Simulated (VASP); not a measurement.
# ZnO (P6_3/mmc) in VASP: settings compared

The runs below take ZnO through single point, with PBE, r2SCAN.

Everything below comes from runs of VASP 6.6.1. Logs are shortened: lines on timing, memory, paths and dates and some standing lists are left out, and cuts for length are marked.

## 1. The cell of the first run

It takes space group P6_3/mmc (No. 194, hexagonal). Conventional cell: a = 2.881 Å, b = 2.881 Å, c = 5.217 Å, α = 90.00°, β = 90.00°, γ = 120.00°. Zn (site symmetry -3m) has 6 O at 2.11 Å and 2 Zn at 2.61 Å within 2.8 Å. Within 2.8 Å of O (site symmetry -6m2) lie 6 Zn at 2.11 Å.

## 2. Single point, PBE (epitaxial xy strain -3.2%)

Input file INCAR:

```
SYSTEM = ZnO
ALGO = Normal
EDIFF = 1E-7
ENCUT = 520
GGA = PE
ISIF = 2
ISMEAR = -1
LASPH = .True.
LCHARG = .False.
LREAL = .False.
LWAVE = .False.
NBANDS = 26
NELM = 80
PREC = Accurate
SIGMA = 0.02
```

Input file KPOINTS:

```
k-points
0
Gamma
  12 12 6
  0 0 0
```

Input file POSCAR:

```
ZnO
1.0
    2.8813033115      0.0000000000      0.0000000000
   -1.4406516557      2.4952818638      0.0000000000
    0.0000000000      0.0000000000      5.2173572539
Zn O
2 2
Direct
    0.0000000000      0.0000000000      0.0000000000
    0.0000000000      0.0000000000      0.5000000000
    0.3333333333      0.6666666667      0.2500000000
    0.6666666667      0.3333333333      0.7500000000
```

Potentials or basis: VASP PAW PBE potentials, release 64 (Zn, O).

Command:

```console
$ cat potpaw_PBE.64/Zn/POTCAR potpaw_PBE.64/O/POTCAR > POTCAR
$ mpirun -np 1 vasp_std > vasp.out
```

OUTCAR:

```text
SYSTEM = ZnO
   EDIFF = 1E-7
   ENCUT = 520
   GGA = PE
   ISIF = 2
   ISMEAR = -1
   LASPH = .True.
   LREAL = .False.
   NELM = 80
   PREC = Accurate

 ion  position               nearest neighbor table
   1  0.000  0.000  0.000-   3 2.11   4 2.11   4 2.11   3 2.11   4 2.11   3 2.11   2 2.61   2 2.61

   2  0.000  0.000  0.500-   3 2.11   4 2.11   4 2.11   3 2.11   4 2.11   3 2.11   1 2.61   1 2.61

   3  0.333  0.667  0.250-   1 2.11   2 2.11   1 2.11   2 2.11   1 2.11   2 2.11
   4  0.667  0.333  0.750-   1 2.11   2 2.11   1 2.11   2 2.11   1 2.11   2 2.11

  LATTYP: Found a hexagonal cell.
 ALAT       =     2.8813033115
 C/A-ratio  =     1.8107629395

  Lattice vectors:

 A1 = (   2.8813033115,   0.0000000000,   0.0000000000)
 A2 = (  -1.4406516557,   2.4952818638,   0.0000000000)
 A3 = (   0.0000000000,   0.0000000000,   5.2173572539)

Analysis of symmetry for initial positions (statically):
=====================================================================
 Subroutine PRICEL returns:
 Original cell was already a primitive cell.

 Routine SETGRP: Setting up the symmetry group for a
 hexagonal supercell.

 Subroutine GETGRP returns: Found 24 space group operations
 (whereof 12 operations were pure point group operations)
 out of a pool of 24 trial point group operations.

The static configuration has the point symmetry D_3d.
 The point group associated with its full space group is D_6h.

Analysis of symmetry for dynamics (positions and initial velocities):
=====================================================================
 Subroutine PRICEL returns:
 Original cell was already a primitive cell.

 Routine SETGRP: Setting up the symmetry group for a
 hexagonal supercell.

 Subroutine GETGRP returns: Found 24 space group operations
 (whereof 12 operations were pure point group operations)
 out of a pool of 24 trial point group operations.

The dynamic configuration has the point symmetry D_3d.
 The point group associated with its full space group is D_6h.

 Subroutine INISYM returns: Found 24 space group operations
 (whereof 12 operations are pure point group operations),
 and found     1 'primitive' translations

----------------------------------------------------------------------------------------

                                     Primitive cell

  volume of cell :      37.5110
[... 85 lines left out ...]
   ISTART =      0    job   : 0-new  1-cont  2-samecut
   ICHARG =      2    charge: 1-file 2-atom 10-const
   ISPIN  =      1    spin polarized calculation?
   LNONCOLLINEAR =      F non collinear calculations
   LSORBIT =      F    spin-orbit coupling
   LASPH  =      T    aspherical Exc in radial PAW
   ENCUT  =  520.0 eV  38.22 Ry    6.18 a.u.   5.36  5.36  9.70*2*pi/ulx,y,z
   NELM   =     80;   NELMIN=  2; NELMDL= -5     # of ELM steps
   EDIFF  = 0.1E-06   stopping-criterion for ELM
   LREAL  =      F    real-space projection
   EDIFFG = 0.1E-05   stopping-criterion for IOM
   NSW    =      0    number of steps for IOM
   IBRION =     -1    ionic relax: 0-MD 1-quasi-New 2-CG
   NFREE  =      0    steps in history (QN), initial steepest desc. (CG)
   ISIF   =      2    stress and relaxation
   ISYM   =      2    0-nonsym 1-usesym 2-fastsym
   POTIM  = 0.5000    time-step for ionic-motion
   TEBEG  =    0.0;   TEEND  =   0.0 temperature during run
   PSTRESS=    0.0 pullay stress
   NELECT =      36.0000    total number of electrons
   NUPDOWN=      -1.0000    fix difference up-down
   EMIN   =  10.00;   EMAX   =-10.00  energy-range for DOS
   EFERMI =   0.00;   METHOD = LEGACY
   ISMEAR =    -1;   SIGMA  =   0.02  broadening in eV -4-tet -1-fermi 0-gaus
   EFERMI_NEDOS =   21; number of points for ismear=-14 and -15
   IALGO  =     38    algorithm
   IMIX   =      4    mixing-type and parameters
     AMIX     =   0.40;   BMIX     =  1.00
     AMIX_MAG =   1.60;   BMIX_MAG =  1.00
  volume/ion in A,a.u.               =       9.38        63.28
  Fermi-wavevector in a.u.,A,eV,Ry     =   1.614814  3.051557 35.478899  2.607626
  Thomas-Fermi vector in A             =   2.709662
   LORBIT       =      0    0 simple, 1 ext, 2 COOP (PROOUT), +10 PAW based schemes
   GGA     = PE    functional components
   LHFCALC =     F    Hartree Fock is set to
   AEXX    =    0.0000 exact exchange contribution
   IVDW    =     0    specifies the selected vdW correction
   LEPSILON=     F    determine dielectric tensor
   LRPA    =     F    only Hartree local field effects (RPA)
 non-spin polarized calculation
  energy-cutoff  :      520.00
  volume of cell :       37.51
 maximum number of plane-waves:      1027
 NGX is ok and might be reduce to    24
   NGX = 11   NGY = 11   NGZ = 19

 number of electron      36.0000006 magnetization

 Free energy of the ion-electron system (eV)
  ---------------------------------------------------
  ext. energy  EPLUGINS =         0.00000000
  ---------------------------------------------------
  free energy    TOTEN  =       -16.69798165 eV

  energy without entropy =      -16.69798165  energy(sigma->0) =      -16.69798165

 E-fermi :   3.7173     XC(G=0): -12.5336

 val. band max:        3.2549692493   @ k =   0.0000   0.0000   0.0000
 cond. band min:       4.0678418147   @ k =   0.0000   0.0000   0.0000
 fundamental gap:      0.8128725654
 Fermi energy:         3.7172600242

 k-point     1 :       0.0000    0.0000    0.0000
  band No.  band energies     occupation
      1     -15.8001      2.00000
      2     -14.5525      2.00000
      3      -4.8731      2.00000
      4      -2.7332      2.00000
      5      -2.7332      2.00000
      6      -2.5294      2.00000
[... 685 lines left out ...]
     25      17.4461      0.00000
     26      19.2432      0.00000

 [... further k-points ...]
[... 5 lines left out ...]
  --------------------------------------------------------------------------------------
  -------------------------------------------------------------------------------------
  Total        5.2303914      5.2303914      2.6224137      0.0000000      0.0000000      0.0000000
  in kB      223.4012553    223.4012553    112.0089256      0.0000000      0.0000000      0.0000000
  external PRESSURE =     186.2704787 kB  Pullay stress =       0.0000000 kB

 VOLUME and BASIS-vectors are now :
 -----------------------------------------------------------------------------
  energy-cutoff  :      520.00
  volume of cell :       37.51
      direct lattice vectors                 reciprocal lattice vectors
     2.881303311  0.000000000  0.000000000     0.347065162  0.200378165  0.000000000
    -1.440651656  2.495281864  0.000000000     0.000000000  0.400756329  0.000000000
     0.000000000  0.000000000  5.217357254     0.000000000  0.000000000  0.191667918

 POSITION                                       TOTAL-FORCE (eV/Angst)
 -----------------------------------------------------------------------------------
      0.00000      0.00000      0.00000        -0.000000      0.000000      0.000000
      0.00000      0.00000      2.60868        -0.000000      0.000000      0.000000
     -0.00000      1.66352      1.30434        -0.000000      0.000000      0.000000
      1.44065      0.83176      3.91302         0.000000     -0.000000     -0.000000
 -----------------------------------------------------------------------------------
    total drift:                               -0.000000      0.000000      0.000000

  FREE ENERGIE OF THE ION-ELECTRON SYSTEM (eV)
  ---------------------------------------------------
  free  energy   TOTEN  =       -16.6979816517 eV

  energy  without entropy=      -16.6979816517  energy(sigma->0) =      -16.69798165
```

OSZICAR:

```text
N       E                     dE             d eps       ncg     rms          rms(c)
DAV:   1     0.277363841765E+03    0.27736E+03   -0.18641E+04  4256   0.216E+03
DAV:   2     0.707231787493E+01   -0.27029E+03   -0.25398E+03  4070   0.414E+02
DAV:   3    -0.192648163694E+02   -0.26337E+02   -0.25965E+02  4370   0.130E+02
DAV:   4    -0.197212827062E+02   -0.45647E+00   -0.45550E+00  4292   0.172E+01
DAV:   5    -0.197232581804E+02   -0.19755E-02   -0.19754E-02  4188   0.118E+00    0.143E+01
DAV:   6    -0.165785593921E+02    0.31447E+01   -0.56490E+00  6138   0.636E+01    0.994E+00
DAV:   7    -0.167434463293E+02   -0.16489E+00   -0.26091E+00  4202   0.166E+01    0.573E+00
DAV:   8    -0.167255050051E+02    0.17941E-01   -0.32305E-01  5306   0.557E+00    0.146E+00
DAV:   9    -0.166970412894E+02    0.28464E-01   -0.51739E-02  5570   0.472E+00    0.215E-01
DAV:  10    -0.166979257906E+02   -0.88450E-03   -0.15052E-02  4006   0.879E-01    0.590E-02
DAV:  11    -0.166979710321E+02   -0.45241E-04   -0.15412E-04  4476   0.119E-01    0.131E-02
DAV:  12    -0.166979823823E+02   -0.11350E-04   -0.15915E-05  4144   0.672E-02    0.899E-03
DAV:  13    -0.166979830400E+02   -0.65768E-06   -0.16170E-06  5330   0.307E-02    0.759E-03
DAV:  14    -0.166979819460E+02    0.10940E-05   -0.17301E-06  5754   0.170E-02    0.104E-03
DAV:  15    -0.166979817828E+02    0.16317E-06   -0.24987E-07  3348   0.394E-03    0.667E-04
DAV:  16    -0.166979816760E+02    0.10683E-06   -0.79339E-09  2000   0.182E-03    0.153E-04
DAV:  17    -0.166979816517E+02    0.24279E-07   -0.89911E-09  1994   0.124E-03
   1 F= -.16697982E+02 E0= -.16697982E+02  d E =-.212768E-10
```

It took 64 s on 1 thread of Intel Xeon 6975P-C, shared host; peak memory 0.2 GiB.

What came out:

| Quantity | Value |
| --- | --- |
| Free energy | -16.6980 eV |
| Pressure | 18.6 GPa |
| Band gap on the k mesh | 0.81 eV, direct |

Levels at points of the mesh, in eV from the valence-band top:
```csv
k point,band 16,band 17,band 18,band 19,band 20,band 21
"(0.00, 0.00, 0.00)",-1.27,0.00,0.00,0.81,6.15,8.50
"(0.50, 0.00, 0.00)",-2.62,-0.85,-0.09,5.99,6.37,7.57
"(0.00, 0.00, 0.50)",-0.55,-0.55,-0.55,3.98,3.98,10.90
"(0.50, 0.00, 0.50)",-1.58,-1.23,-1.23,5.11,5.11,9.89
```

Caveat: the cell differs from its parent crystal (epitaxial xy strain -3.2%).

## 3. Single point, PBE (strain -0.8%)

Input file INCAR:

```
SYSTEM = ZnO
PREC = Accurate ; ENCUT = 520
EDIFF = 1E-6 ; ISMEAR = -1
SIGMA = 0.02 ; LREAL = .False.
LASPH = .True. ; NELM = 80
ALGO = Normal ; ISIF = 2
LWAVE = .False. ; LCHARG = .True.
GGA = PE ; LELF = .True.
LVHAR = .True. ; NBANDS = 26
```

Input file KPOINTS:

```
Automatic mesh
0
Gamma
  12 12 6
  0 0 0
```

Input file POSCAR:

```
ZnO
1.0
    2.9527479643      0.0000000000      0.0000000000
   -1.4763739822      2.5571547481      0.0000000000
    0.0000000000      0.0000000000      5.0841165378
Zn O
2 2
Direct
    0.0000000000      0.0000000000      0.0000000000
    0.0000000000      0.0000000000      0.5000000000
    0.3333333333      0.6666666667      0.2500000000
    0.6666666667      0.3333333333      0.7500000000
```

Potentials or basis: VASP PAW PBE potentials, release 64 (Zn, O).

Command:

```console
$ cat potpaw_PBE.64/Zn/POTCAR potpaw_PBE.64/O/POTCAR > POTCAR
$ mpirun -np 1 vasp_std > vasp.out
```

Run time: 49 s. Hardware: 1 thread of Intel Xeon 6975P-C, shared host; peak memory 0.2 GiB.

It converged, with:

- Free energy: -16.8275 eV
- Pressure: 14.1 GPa
- Band gap on the k mesh: 0.85 eV, direct

Stress tensor (GPa, compression positive):
```
13.70  0.00  0.00
 0.00 13.70  0.00
 0.00  0.00 14.98
```

Levels at points of the mesh, in eV from the valence-band top:
| k point | band 16 | band 17 | band 18 | band 19 | band 20 | band 21 |
| --- | --- | --- | --- | --- | --- | --- |
| (0.00, 0.00, 0.00) | -1.32 | 0.00 | 0.00 | 0.85 | 5.69 | 8.87 |
| (0.50, 0.00, 0.00) | -2.69 | -0.76 | -0.05 | 6.14 | 6.63 | 7.22 |
| (0.00, 0.00, 0.50) | -0.56 | -0.56 | -0.56 | 3.94 | 3.94 | 11.16 |
| (0.50, 0.00, 0.50) | -1.43 | -1.22 | -1.22 | 5.24 | 5.24 | 9.97 |

Caveat: the cell differs from its parent crystal (strain -0.8%).

## 4. Single point, r2SCAN (epitaxial xy strain -3.2%)

Input file POSCAR:

```
ZnO
1.0
    2.8813033115      0.0000000000      0.0000000000
   -1.4406516557      2.4952818638      0.0000000000
    0.0000000000      0.0000000000      5.2173572539
Zn O
2 2
Direct
    0.0000000000      0.0000000000      0.0000000000
    0.0000000000      0.0000000000      0.5000000000
    0.3333333333      0.6666666667      0.2500000000
    0.6666666667      0.3333333333      0.7500000000
```

Input file INCAR.step1:

```
SYSTEM = ZnO
PREC     = Accurate       ! precision mode
ENCUT    = 520            ! plane-wave cutoff, eV
ISMEAR   = 0              ! smearing method
SIGMA    = 0.01           ! smearing width, eV
LREAL    = .False.        ! projectors in reciprocal space
LASPH    = .True.         ! aspherical terms in the spheres
NELM     = 100            ! most SCF steps
NBANDS   = 26             ! bands
GGA      = PE             ! functional
ALGO     = Normal         ! electronic algorithm
EDIFF    = 1E-4           ! SCF threshold, eV
LWAVE    = .True.         ! write WAVECAR
LCHARG   = .False.        ! write CHGCAR
```

Input file INCAR.step2:

```
SYSTEM = ZnO
PREC     = Accurate       ! precision mode
ENCUT    = 520            ! plane-wave cutoff, eV
EDIFF    = 1E-6           ! SCF threshold, eV
ISMEAR   = 0              ! smearing method
SIGMA    = 0.01           ! smearing width, eV
LREAL    = .False.        ! projectors in reciprocal space
LASPH    = .True.         ! aspherical terms in the spheres
NELM     = 100            ! most SCF steps
ALGO     = Normal         ! electronic algorithm
ISIF     = 2              ! what is computed and relaxed
LWAVE    = .False.        ! write WAVECAR
LCHARG   = .False.        ! write CHGCAR
METAGGA  = R2SCAN         ! meta-GGA
LMIXTAU  = .True.       
NBANDS   = 26             ! bands
ISTART   = 1
```

Input file KPOINTS:

```
regular mesh
0
Gamma
  12 12 6
  0 0 0
```

Command:

```console
$ cat potpaw_PBE.64/Zn/POTCAR potpaw_PBE.64/O/POTCAR > POTCAR
$ cp INCAR.step1 INCAR
$ mpirun -np 1 vasp_std > vasp.out
$ cp INCAR.step2 INCAR
$ mpirun -np 1 vasp_std > vasp.out
```

It took 2.9 min on 1 thread of Intel Xeon 6975P-C, shared host; peak memory 0.21 GiB.

It converged, with:

```yaml
Free_energy: -35.4158 eV
Pressure: 10.6 GPa
Band_gap_on_the_k_mesh: 1.44 eV, direct
```

Stress tensor (GPa, compression positive):
```
15.06  0.00  0.00
 0.00 15.06  0.00
 0.00  0.00  1.74
```

Levels at points of the mesh, in eV from the valence-band top:
| k point | band 14 | band 15 | band 16 | band 17 | band 18 | band 19 | band 20 | band 21 | band 22 | band 23 |
| --- | --- | --- | --- | --- | --- | --- | --- | --- | --- | --- |
| (0.00, 0.00, 0.00) | -2.23 | -1.30 | -1.30 | 0.00 | 0.00 | 1.44 | 6.95 | 9.36 | 16.00 | 16.00 |
| (0.50, 0.00, 0.00) | -4.39 | -3.44 | -2.67 | -0.82 | -0.10 | 6.76 | 7.13 | 8.36 | 10.31 | 12.44 |
| (0.00, 0.00, 0.50) | -4.03 | -0.57 | -0.57 | -0.57 | -0.57 | 4.65 | 4.65 | 11.76 | 11.76 | 17.02 |
| (0.50, 0.00, 0.50) | -4.04 | -1.58 | -1.58 | -1.25 | -1.25 | 5.85 | 5.85 | 10.81 | 10.81 | 12.46 |

Caveat: the cell differs from its parent crystal (epitaxial xy strain -3.2%); the PAW data sets were made with another functional, which shifts forces and pressure a little.

## 5. Single point, r2SCAN (strain -0.8%)

Input file POSCAR:

```
ZnO
1.0
    2.9527479643      0.0000000000      0.0000000000
   -1.4763739822      2.5571547481      0.0000000000
    0.0000000000      0.0000000000      5.0841165378
Zn O
2 2
Direct
    0.0000000000      0.0000000000      0.0000000000
    0.0000000000      0.0000000000      0.5000000000
    0.3333333333      0.6666666667      0.2500000000
    0.6666666667      0.3333333333      0.7500000000
```

Input file INCAR.step1:

```
SYSTEM = ZnO
PREC = Accurate
ENCUT = 520
ISMEAR = 0
SIGMA = 0.01
LREAL = .False.
LASPH = .True.
NELM = 80
NBANDS = 26
GGA = PE
ALGO = Normal
EDIFF = 1E-4
LWAVE = .True.
LCHARG = .False.
```

Input file INCAR.step2:

```
SYSTEM = ZnO
PREC = Accurate
ENCUT = 520
EDIFF = 1E-7
ISMEAR = 0
SIGMA = 0.01
LREAL = .False.
LASPH = .True.
NELM = 80
ALGO = Normal
ISIF = 2
LWAVE = .False.
LCHARG = .False.
METAGGA = R2SCAN
LMIXTAU = .True.
NBANDS = 26
ISTART = 1
```

Input file KPOINTS:

```
Automatic mesh
0
Gamma
  12 12 6
  0 0 0
```

Command:

```console
$ cat potpaw_PBE.64/Zn/POTCAR potpaw_PBE.64/O/POTCAR > POTCAR
$ cp INCAR.step1 INCAR
$ mpirun -np 1 vasp_std > vasp.out
$ cp INCAR.step2 INCAR
$ mpirun -np 1 vasp_std > vasp.out
```

Wall time 3.2 min (1 thread of Intel Xeon 6975P-C, shared host); peak memory 0.21 GiB.

It converged, with:

* Free energy: -35.5091 eV
* Pressure: 6.3 GPa
* Band gap on the k mesh: 1.47 eV, direct

Stress tensor (GPa, compression positive):
```
5.88 0.00 0.00
0.00 5.88 0.00
0.00 0.00 7.08
```

Levels at points of the mesh, in eV from the valence-band top:
| k point | band 16 | band 17 | band 18 | band 19 | band 20 | band 21 |
| --- | --- | --- | --- | --- | --- | --- |
| (0.00, 0.00, 0.00) | -1.36 | 0.00 | 0.00 | 1.47 | 6.46 | 9.74 |
| (0.50, 0.00, 0.00) | -2.74 | -0.74 | -0.05 | 6.90 | 7.40 | 7.99 |
| (0.00, 0.00, 0.50) | -0.58 | -0.58 | -0.58 | 4.59 | 4.59 | 12.00 |
| (0.50, 0.00, 0.50) | -1.44 | -1.24 | -1.24 | 5.97 | 5.97 | 10.89 |

Caveat: the cell differs from its parent crystal (strain -0.8%); the PAW data sets were made with another functional, which shifts forces and pressure a little.

## 6. Overview

```csv
level,cell,smearing,gap on the mesh (eV),pressure (GPa)
PBE,"a = 2.881, b = 2.881, c = 5.217 Å, angles 90.0, 90.0, 120.0°, 4 atoms",fermi-dirac 0.02 eV,0.81,18.6
PBE,"a = 2.953, b = 2.953, c = 5.084 Å, angles 90.0, 90.0, 120.0°, 4 atoms",fermi-dirac 0.02 eV,0.85,14.1
r2SCAN,"a = 2.881, b = 2.881, c = 5.217 Å, angles 90.0, 90.0, 120.0°, 4 atoms",gaussian 0.01 eV,1.44,10.6
r2SCAN,"a = 2.953, b = 2.953, c = 5.084 Å, angles 90.0, 90.0, 120.0°, 4 atoms",gaussian 0.01 eV,1.47,6.3
```

Alike in all rows: task single point; potentials or basis VASP PAW PBE potentials, release 64 (Zn, O); no spin polarisation; k mesh 12 × 12 × 6; cutoff (eV) 520.

Caveats: the PAW data sets were made with another functional, which shifts forces and pressure a little (some runs).

Total energies depend on the potentials used, so only differences within one code and one set of settings carry meaning.
